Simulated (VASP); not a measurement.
# Tl12Br11 (a cell with a defect) in VASP: electric field gradients with PBE

Aim: the electric field gradients of Tl12Br11 (a cell with a defect) with PBE.

Everything below comes from runs of VASP 6.6.1. Logs are shortened: lines on timing, memory, paths and dates and some standing lists are left out, and cuts for length are marked.

## (1) The cell of the first run

The cell holds a defect, 23 atoms: a = 9.092 Å, b = 12.445 Å, c = 9.944 Å, α = 90.00°, β = 90.00°, γ = 133.19°.

## (2) Electric field gradients, PBE (atoms taken out)

File INCAR:

```
SYSTEM = Tl12Br11
ALGO     = Normal         ! electronic algorithm
EDIFF    = 1E-8           ! SCF threshold, eV
ENCUT    = 520            ! plane-wave cutoff, eV
GGA      = PE             ! functional
ISIF     = 2              ! what is computed and relaxed
ISMEAR   = -1             ! smearing method
LASPH    = .TRUE.         ! aspherical terms in the spheres
LCHARG   = .FALSE.        ! write CHGCAR
LEFG     = .TRUE.       
LREAL    = Auto         
LWAVE    = .FALSE.        ! write WAVECAR
NBANDS   = 134            ! bands
NELECT   = 232.0        
NELM     = 100            ! most SCF steps
PREC     = Accurate       ! precision mode
SIGMA    = 0.01           ! smearing width, eV
```

File KPOINTS:

```
k-points
0
G
  3 3 2
  0 0 0
```

File POSCAR:

```
Tl12Br11
1.0
    6.6292610085     -6.2222708063      0.0000000000
    0.0000000000     12.4445416126      0.0000000000
    0.0000000000      0.0000000000      9.9435164400
Tl Br
12 11
Direct
    0.3333333333      0.2777323167      0.3750000000
    0.3333333333      0.2777323167      0.8750000000
    0.6666666667      0.9443989833      0.3750000000
    0.6666666667      0.9443989833      0.8750000000
    0.0000000000      0.6110656500      0.3750000000
    0.0000000000      0.6110656500      0.8750000000
    0.3333333333      0.0556010167      0.1250000000
    0.3333333333      0.0556010167      0.6250000000
    0.6666666667      0.7222676833      0.1250000000
    0.6666666667      0.7222676833      0.6250000000
    0.0000000000      0.3889343500      0.1250000000
    0.0000000000      0.3889343500      0.6250000000
    0.3333333333      0.8034096667      0.6250000000
    0.6666666667      0.4700763333      0.1250000000
    0.6666666667      0.4700763333      0.6250000000
    0.0000000000      0.1367430000      0.1250000000
    0.0000000000      0.1367430000      0.6250000000
    0.3333333333      0.5299236667      0.3750000000
    0.3333333333      0.5299236667      0.8750000000
    0.6666666667      0.1965903333      0.3750000000
    0.6666666667      0.1965903333      0.8750000000
    0.0000000000      0.8632570000      0.3750000000
    0.0000000000      0.8632570000      0.8750000000
```

Potentials or basis: VASP PAW PBE potentials, release 64 (Tl_d, Br).

Run with:

```
$ cat potpaw_PBE.64/Tl_d/POTCAR potpaw_PBE.64/Br/POTCAR > POTCAR
$ mpirun -np 1 vasp_std > vasp.out
```

OUTCAR:

```text
SYSTEM = Tl12Br11
   EDIFF = 1E-8
   ENCUT = 520
   GGA = PE
   ISIF = 2
   ISMEAR = -1
   LASPH = .TRUE.
   LREAL = Auto
   NELECT = 232.0
   NELM = 100
   PREC = Accurate

 ion  position               nearest neighbor table
   1  0.333  0.278  0.375-  18 3.14  17 3.34  16 3.34  15 3.34  14 3.34   8 3.72   7 3.72
   2  0.333  0.278  0.875-  19 3.14  17 3.34  16 3.34  15 3.34  14 3.34   8 3.72   7 3.72
   3  0.667  0.944  0.375-  20 3.14  17 3.34  16 3.34  13 3.34   9 3.72  10 3.72
   4  0.667  0.944  0.875-  21 3.14  17 3.34  16 3.34  13 3.34   9 3.72  10 3.72
   5  0.000  0.611  0.375-  22 3.14  15 3.34  14 3.34  13 3.34  11 3.72  12 3.72
   6  0.000  0.611  0.875-  23 3.14  15 3.34  14 3.34  13 3.34  11 3.72  12 3.72
   7  0.333  0.056  0.125-  22 3.34  23 3.34  20 3.34  21 3.34   1 3.72   2 3.72
   8  0.333  0.056  0.625-  13 3.14  22 3.34  23 3.34  20 3.34  21 3.34   2 3.72   1 3.72
   9  0.667  0.722  0.125-  14 3.14  22 3.34  23 3.34  18 3.34  19 3.34   4 3.72   3 3.72
  10  0.667  0.722  0.625-  15 3.14  22 3.34  23 3.34  18 3.34  19 3.34   4 3.72   3 3.72
  11  0.000  0.389  0.125-  16 3.14  18 3.34  19 3.34  20 3.34  21 3.34   6 3.72   5 3.72
  12  0.000  0.389  0.625-  17 3.14  18 3.34  19 3.34  20 3.34  21 3.34   6 3.72   5 3.72
  13  0.333  0.803  0.625-   8 3.14   6 3.34   5 3.34   4 3.34   3 3.34
  14  0.667  0.470  0.125-   9 3.14   6 3.34   5 3.34   2 3.34   1 3.34
  15  0.667  0.470  0.625-  10 3.14   6 3.34   5 3.34   2 3.34   1 3.34
  16  0.000  0.137  0.125-  11 3.14   2 3.34   1 3.34   4 3.34   3 3.34
  17  0.000  0.137  0.625-  12 3.14   2 3.34   1 3.34   4 3.34   3 3.34
  18  0.333  0.530  0.375-   1 3.14  11 3.34  12 3.34   9 3.34  10 3.34
  19  0.333  0.530  0.875-   2 3.14  11 3.34  12 3.34   9 3.34  10 3.34
  20  0.667  0.197  0.375-   3 3.14  11 3.34  12 3.34   7 3.34   8 3.34
  21  0.667  0.197  0.875-   4 3.14  11 3.34  12 3.34   7 3.34   8 3.34
  22  0.000  0.863  0.375-   5 3.14   9 3.34  10 3.34   7 3.34   8 3.34
  23  0.000  0.863  0.875-   6 3.14   9 3.34  10 3.34   7 3.34   8 3.34

  LATTYP: Found a base centered orthorhombic cell.
 ALAT       =    12.4445416126
 B/A-ratio  =     1.0654086289
 C/A-ratio  =     0.7990263321

  Lattice vectors:

 A1 = (   6.6292610085,   6.2222708063,   0.0000000000)
 A2 = (  -6.6292610085,   6.2222708063,   0.0000000000)
 A3 = (   0.0000000000,   0.0000000000,   9.9435164400)

Analysis of symmetry for initial positions (statically):
=====================================================================
 Subroutine PRICEL returns:
 Original cell was already a primitive cell.

 Routine SETGRP: Setting up the symmetry group for a
 base centered orthorhombic supercell.

 Subroutine GETGRP returns: Found  4 space group operations
 (whereof  1 operations were pure point group operations)
 out of a pool of  8 trial point group operations.

The static configuration has the point symmetry C_1 .
 The point group associated with its full space group is C_2v.

Analysis of symmetry for dynamics (positions and initial velocities):
=====================================================================
 Subroutine PRICEL returns:
 Original cell was already a primitive cell.

 Routine SETGRP: Setting up the symmetry group for a
 base centered orthorhombic supercell.

 Subroutine GETGRP returns: Found  4 space group operations
 (whereof  1 operations were pure point group operations)
 out of a pool of  8 trial point group operations.

The dynamic configuration has the point symmetry C_1 .
 The point group associated with its full space group is C_2v.

 Subroutine INISYM returns: Found  4 space group operations
 (whereof  1 operations are pure point group operations),
 and found     1 'primitive' translations

----------------------------------------------------------------------------------------

                                     Primitive cell

  volume of cell :     820.3214

  direct lattice vectors                    reciprocal lattice vectors
     6.629261009 -6.222270806  0.000000000     0.150846376  0.000000000  0.000000000
     0.000000000 12.444541613  0.000000000     0.075423188  0.080356515  0.000000000
     0.000000000  0.000000000  9.943516440     0.000000000  0.000000000  0.100568044

  length of vectors
     9.091961037 12.444541613  9.943516440     0.150846376  0.110208107  0.100568044

  position of ions in fractional coordinates (direct lattice)
     0.333333333  0.277732317  0.375000000
     0.333333333  0.277732317  0.875000000
     0.666666667  0.944398983  0.375000000
[... 113 lines left out ...]
   NUPDOWN=      -1.0000    fix difference up-down
   EMIN   =  10.00;   EMAX   =-10.00  energy-range for DOS
   EFERMI =   0.00;   METHOD = LEGACY
   ISMEAR =    -1;   SIGMA  =   0.01  broadening in eV -4-tet -1-fermi 0-gaus
   EFERMI_NEDOS =   21; number of points for ismear=-14 and -15
   IALGO  =     38    algorithm
   IMIX   =      4    mixing-type and parameters
     AMIX     =   0.40;   BMIX     =  1.00
     AMIX_MAG =   1.60;   BMIX_MAG =  1.00
  volume/ion in A,a.u.               =      35.67       240.69
  Fermi-wavevector in a.u.,A,eV,Ry     =   1.074590  2.030681 15.711243  1.154744
  Thomas-Fermi vector in A             =   2.210423
   LORBIT       =      0    0 simple, 1 ext, 2 COOP (PROOUT), +10 PAW based schemes
   GGA     = PE    functional components
[... 5 lines left out ...]
 non-spin polarized calculation
  energy-cutoff  :      520.00
  volume of cell :      820.32
 maximum number of plane-waves:     22122
 NGX is ok and might be reduce to    70
   NGX = 33   NGY = 47   NGZ = 37

 number of electron     231.9999995 magnetization

 Free energy of the ion-electron system (eV)
  ---------------------------------------------------
  ext. energy  EPLUGINS =         0.00000000
  ---------------------------------------------------
  free energy    TOTEN  =       -66.27199223 eV

  energy without entropy =      -66.27199223  energy(sigma->0) =      -66.27199223

 E-fermi :   1.6820     XC(G=0):  -8.2633

 val. band max:        1.4111905262   @ k =   0.3333   0.3333   0.0000
 cond. band min:       3.3605451510   @ k =   0.3333   0.0000   0.0000
 fundamental gap:      1.9493546247
 Fermi energy:         1.6820227694

 k-point     1 :       0.0000    0.0000    0.0000
  band No.  band energies     occupation
      1     -12.0745      2.00000
      2     -11.9274      2.00000
      3     -11.9167      2.00000
      4     -11.9145      2.00000
      5     -11.9007      2.00000
      6     -11.8922      2.00000
[... 1037 lines left out ...]
    127       5.2642      0.00000
    128       5.2994      0.00000
 [bands above 128 left out]

------------------------ aborting loop because EDIFF is reached ----------------------------------------

  FORCE on cell =-STRESS in cart. coord.  units (eV):
  Direction    XX          YY          ZZ          XY          YZ          ZX
  --------------------------------------------------------------------------------------
  -------------------------------------------------------------------------------------
  Total       -4.9416901     -3.5752042     -4.4524985      0.0000000      0.0000000      0.0000000
  in kB       -9.6516613     -6.9827648     -8.6962166      0.0000000      0.0000000      0.0000000
  external PRESSURE =      -8.4435476 kB  Pullay stress =       0.0000000 kB

 VOLUME and BASIS-vectors are now :
 -----------------------------------------------------------------------------
  energy-cutoff  :      520.00
  volume of cell :      820.32
      direct lattice vectors                 reciprocal lattice vectors
     6.629261009 -6.222270806  0.000000000     0.150846376  0.000000000  0.000000000
     0.000000000 12.444541613  0.000000000     0.075423188  0.080356515  0.000000000
     0.000000000  0.000000000  9.943516440     0.000000000  0.000000000  0.100568044

 POSITION                                       TOTAL-FORCE (eV/Angst)
 -----------------------------------------------------------------------------------
      2.20975      1.38216      3.72882         0.000000      0.068670      0.034138
      2.20975      1.38216      8.70058         0.000000      0.068670     -0.034138
      4.41951      7.60443      3.72882         0.122214      0.059923      0.173727
      4.41951      7.60443      8.70058         0.122214      0.059923     -0.173727
      0.00000      7.60443      3.72882        -0.122214      0.059923      0.173727
      0.00000      7.60443      8.70058        -0.122214      0.059923     -0.173727
[... 15 lines left out ...]
      0.00000     10.74284      3.72882         0.026649     -0.016003     -0.114407
      0.00000     10.74284      8.70058         0.026649     -0.016003      0.114407
 -----------------------------------------------------------------------------------
    total drift:                                0.000001      0.005543      0.000000

  FREE ENERGIE OF THE ION-ELECTRON SYSTEM (eV)
  ---------------------------------------------------
  free  energy   TOTEN  =       -66.2719922337 eV

  energy  without entropy=      -66.2719922337  energy(sigma->0) =      -66.27199223

 Electric field gradients (V/A^2)
---------------------------------------------------------------------
 ion       V_xx      V_yy      V_zz      V_xy      V_xz      V_yz
---------------------------------------------------------------------
   1      34.282   -31.650    -2.632     0.000    -0.000     0.947
   2      34.282   -31.650    -2.632     0.000     0.000    -0.947
   3      46.854   -55.559     8.706   -16.916    45.430   -17.366
   4      46.854   -55.559     8.706   -16.916   -45.430    17.366
   5      46.854   -55.560     8.705    16.916   -45.430   -17.366
   6      46.854   -55.560     8.705    16.916    45.430    17.366
[... 15 lines left out ...]
  22     -13.347     4.949     8.398    -7.246    -6.777     1.839
  23     -13.347     4.949     8.398    -7.246     6.777    -1.839
---------------------------------------------------------------------

 Electric field gradients after diagonalization (V/A^2)
 (convention: |V_zz| > |V_xx| > |V_yy|)
----------------------------------------------------------------------
 ion       V_xx      V_yy      V_zz     asymmetry (V_yy - V_xx)/ V_zz
----------------------------------------------------------------------
   1     -31.681    -2.601    34.282       0.848
   2     -31.681    -2.601    34.282       0.848
   3     -60.318   -20.849    81.167       0.486
   4     -60.318   -20.849    81.167       0.486
   5     -60.319   -20.849    81.168       0.486
   6     -60.319   -20.849    81.168       0.486
[... 15 lines left out ...]
  22      12.626     4.588   -17.214       0.467
  23      12.626     4.588   -17.214       0.467
----------------------------------------------------------------------

           NMR quadrupolar parameters

 Cq : quadrupolar parameter    Cq=e*Q*V_zz/h
 eta: asymmetry parameters     (V_yy - V_xx)/ V_zz
 Q  : nuclear electric quadrupole moment in mb (millibarn)
----------------------------------------------------------------------
 ion       Cq(MHz)       eta       Q (mb)
----------------------------------------------------------------------
   1       0.083       0.848       1.000
   2       0.083       0.848       1.000
   3       0.196       0.486       1.000
   4       0.196       0.486       1.000
   5       0.196       0.486       1.000
   6       0.196       0.486       1.000
[... 15 lines left out ...]
  22      -0.042       0.467       1.000
  23      -0.042       0.467       1.000
----------------------------------------------------------------------
```

Wall time 39 min (1 thread of AMD EPYC 9R45 (Zen 5), shared host); peak memory 1.2 GiB.

What came out:

```
Free energy                             : -66.2720 eV
Largest force                           : 0.221 eV/Å
Largest electric field gradient by atom : Tl +34.3, +81.2, +136.7, +35.4, +33.9, +33.8 (each value once); Br +16.4, -13.5, +30.1, +16.1, -17.2 (each value once) V/Å²
```

Forces in eV/Å, atoms in the order of the input:
```
Tl   0.000  0.069  0.034
Tl   0.000  0.069 -0.034
Tl   0.122  0.060  0.174
Tl   0.122  0.060 -0.174
Tl  -0.122  0.060  0.174
Tl  -0.122  0.060 -0.174
Tl   0.000  0.143  0.000
Tl   0.000 -0.014  0.000
Tl   0.021 -0.132  0.000
Tl  -0.028 -0.039  0.000
Tl  -0.021 -0.132  0.000
Tl   0.028 -0.039  0.000
Br   0.000 -0.057  0.000
Br   0.042 -0.032  0.000
Br   0.199 -0.079  0.000
Br  -0.042 -0.032  0.000
Br  -0.199 -0.079  0.000
Br   0.000  0.089 -0.047
Br   0.000  0.089  0.047
Br  -0.027 -0.016 -0.114
Br  -0.027 -0.016  0.114
Br   0.027 -0.016 -0.114
Br   0.027 -0.016  0.114
```

Electric field gradients, principal values (V/Å²):
| atom | least | middle | greatest (by size) |
| --- | --- | --- | --- |
| 1 Tl | -2.601 | -31.681 | 34.282 |
| 2 Tl | -2.601 | -31.681 | 34.282 |
| 3 Tl | -20.849 | -60.318 | 81.167 |
| 4 Tl | -20.849 | -60.318 | 81.167 |
| 5 Tl | -20.849 | -60.319 | 81.168 |
| 6 Tl | -20.849 | -60.319 | 81.168 |
| 7 Tl | -48.375 | -88.307 | 136.682 |
| 8 Tl | -2.998 | -32.369 | 35.367 |
| 9 Tl | -6.689 | -27.212 | 33.902 |
| 10 Tl | -3.097 | -30.662 | 33.759 |
| 11 Tl | -6.690 | -27.213 | 33.902 |
| 12 Tl | -3.097 | -30.663 | 33.759 |
| 13 Br | -0.184 | -16.259 | 16.443 |
| 14 Br | 0.352 | 13.123 | -13.474 |
| 15 Br | -2.610 | -27.500 | 30.110 |
| 16 Br | 0.352 | 13.123 | -13.475 |
| 17 Br | -2.611 | -27.499 | 30.110 |
| 18 Br | -0.774 | -15.326 | 16.100 |
| 19 Br | -0.774 | -15.326 | 16.100 |
| 20 Br | 4.588 | 12.626 | -17.214 |
| 21 Br | 4.588 | 12.626 | -17.214 |
| 22 Br | 4.588 | 12.626 | -17.214 |
| 23 Br | 4.588 | 12.626 | -17.214 |

Caveat: the cell carries a net charge on a neutralising background, which shifts energy and pressure; the cell differs from its parent crystal (atoms taken out); the cell is charged against a uniform background, so pressure and absolute levels hang on convention; without QUAD_EFG the Cq values of the log hold for a quadrupole moment of 1 mb, not for the nuclei; spin-orbit coupling is left out, which moves the levels of the heavy elements.
